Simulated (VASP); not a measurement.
Sn:

```
Sn
1.0
    -2.02919    2.02919    1.66076
     2.02919   -2.02919    1.66076
     2.02919    2.02919   -1.66076
Sn
1
Cartesian
  0.0000 0.0000 0.0000
```

| Item | Value |
| --- | --- |
| Program | VASP 6.6.1 |
| Task | relaxation of cell and atoms |
| Functional | PBEsol |
| Potentials or basis | VASP PAW PBE potentials, release 64 (Sn_d) |
| Cutoff | 600 eV |
| k mesh | 10 × 10 × 10 |
| Occupations | fermi-dirac, width 0.05 eV |
| Spin | no spin polarisation |

At the start: pressure -1.9 GPa; volume 27.35 Å³/atom.

Task: Where does the relaxation end?

Result: Over 6 steps the energy falls by 8.0 meV/atom and the volume is 26.26 Å³/atom (-4.0 %); space group I4/mmm (No. 139, to 0.1 Å) before and after.

The path:
```tsv
step	energy change (eV)	largest force (eV/Å)	pressure (GPa)	volume (Å³)
1	0.0000	0.0000	-1.93	27.35
2	-0.0074	0.0000	0.43	26.07
3	-0.0076	0.0000	0.12	26.22
4	-0.0076	0.0000	0.06	26.25
5	-0.0079	0.0000	0.00	26.26
6	-0.0080	0.0000	-0.01	26.26
```

Final structure:
```xyz
1
Lattice="-1.9912 1.9912 1.6560 1.9912 -1.9912 1.6560 1.9912 1.9912 -1.6560" Properties=species:S:1:pos:R:3 pbc="T T T"
Sn    0.0000    0.0000    0.0000
```

Caveat: the PAW data sets were made with another functional, which shifts forces and pressure a little.
